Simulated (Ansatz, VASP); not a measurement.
SnTe: VASP beside Ansatz

```
Sn Te
1.0
     0.00000    3.07917    3.07917
     3.07917    0.00000    3.07917
     3.07917    3.07917    0.00000
Sn Te
1 1
Direct
  0.00000 0.00000 0.00000
  0.50000 0.50000 0.50000
```

Change from the starting cell: volume scaled by 0.94, PAW files.

Alike in both runs: task single point; functional PBEsol; k mesh 11 × 11 × 11; occupations fermi-dirac, width 0.08 eV; no spin polarisation.

|  | VASP | Ansatz |
| --- | --- | --- |
| version | VASP 6.6.1 | Ansatz 0.2.0 |
| potentials or method | VASP PAW PBE potentials, release 64 (Sn_d, Te) | PAW with Ansatz's default frozen-core files, scalar-relativistic |
| plane-wave cutoff (eV) | 520 | 420 |
| valence electrons in the cell | 20 | 30 |

```tsv
	VASP	Ansatz	Ansatz less VASP
pressure (GPa)	3.4	3.4	-0.02
```

VASP's potentials were made for PBE, not for PBEsol. With one functional, cell and mesh, what is left measures potentials, basis and numerics. VASP's potentials hold 20 valence electrons a cell and Ansatz's 30, so a difference there can come from the potentials and not from the codes.

Neither program's run includes spin-orbit coupling.
